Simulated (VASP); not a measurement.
A run of VASP 6.6.1 is set up as follows.

File POSCAR:

```
Pd
1.0
    2.5140960172      0.0000000000      0.0000000000
    0.0000000000      2.5140960172      0.0000000000
    0.0000000000      0.0000000000      2.5140960172
Pd
1
Direct
    0.0000000000      0.0000000000      0.0000000000
```

Contents of INCAR.step1:

```
PREC = Accurate
ENCUT = 600
ISMEAR = -1
SIGMA = 0.1
LREAL = F
LASPH = T
NELM = 100
GGA = PE
ALGO = Normal
EDIFF = 1E-4
LWAVE = T
LCHARG = F
```

Contents of INCAR.step2:

```
PREC = Accurate
ENCUT = 600
EDIFF = 1E-6
ISMEAR = -1
SIGMA = 0.1
LREAL = F
LASPH = T
NELM = 100
ALGO = Normal
ISIF = 3
LWAVE = F
LCHARG = F
METAGGA = R2SCAN
LMIXTAU = T
IBRION = 2
NSW = 80
EDIFFG = -0.01
ISTART = 1
```

KPOINTS

```
regular mesh
0
Gamma
  12 12 12
```

Potentials or basis: VASP PAW PBE potentials, release 64 (Pd).

Run with:

```console
$ cat potpaw_PBE.64/Pd/POTCAR > POTCAR
$ cp INCAR.step1 INCAR
$ mpirun -np 1 vasp_std > vasp.out
$ cp INCAR.step2 INCAR
$ mpirun -np 1 vasp_std > vasp.out
```

Q: Predict the space group after relaxing (to 0.05 Å).

A: Pm-3m (No. 221).

Q: What does it give for the relaxed cell?

A: a = 2.591 Å, b = 2.591 Å, c = 2.591 Å, α = 90.00°, β = 90.00°, γ = 90.00°.

Q: What does it give for the relaxed volume?

A: 17.40 Å³/atom.

Final structure:
```
Pd
1.0
     2.59131    0.00000    0.00000
     0.00000    2.59131    0.00000
     0.00000    0.00000    2.59131
Pd
1
Cartesian
  2.5913 0.0000 0.0000
```

Caveat: the PAW data sets were made with another functional, which shifts forces and pressure a little.
